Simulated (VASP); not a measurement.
InAs (rvv):

```
CELL_PARAMETERS angstrom
0.00000 3.01800 3.01800
3.01800 0.00000 3.01800
3.01800 3.01800 0.00000
ATOMIC_POSITIONS crystal
In 0.00000 0.00000 0.00000
As 0.25000 0.25000 0.25000
```

```yaml
Program: VASP 6.6.1
Task: relaxation of cell and atoms
Functional: r2SCAN
Dispersion: rVV10
Potentials_or_basis: VASP PAW PBE potentials, release 64 (In_d, As)
Cutoff: 600 eV
k_mesh: 10 × 10 × 10
Occupations: gaussian, width 0.01 eV
Spin: no spin polarisation
```

At the start: pressure 1.6 GPa; volume 27.49 Å³/atom.

Task: How do energy, volume and symmetry change on relaxing?

Result: Over 3 steps the energy falls by 3.5 meV/atom and the volume is 28.19 Å³/atom (+2.6 %); space group F-43m (No. 216, to 0.05 Å).

The path:
```tsv
step	energy change (eV)	largest force (eV/Å)	pressure (GPa)	volume (Å³)
1	0.0000	0.0000	1.62	54.98
2	-0.0047	0.0000	-0.86	57.22
3	-0.0069	0.0000	0.00	56.38
```

Final structure:
```
CELL_PARAMETERS angstrom
0.00000 3.04351 3.04351
3.04351 0.00000 3.04351
3.04351 3.04351 0.00000
ATOMIC_POSITIONS crystal
In 0.00000 0.00000 0.00000
As 0.25000 0.25000 0.25000
```

Caveat: the PAW data sets were made with another functional, which shifts forces and pressure a little.
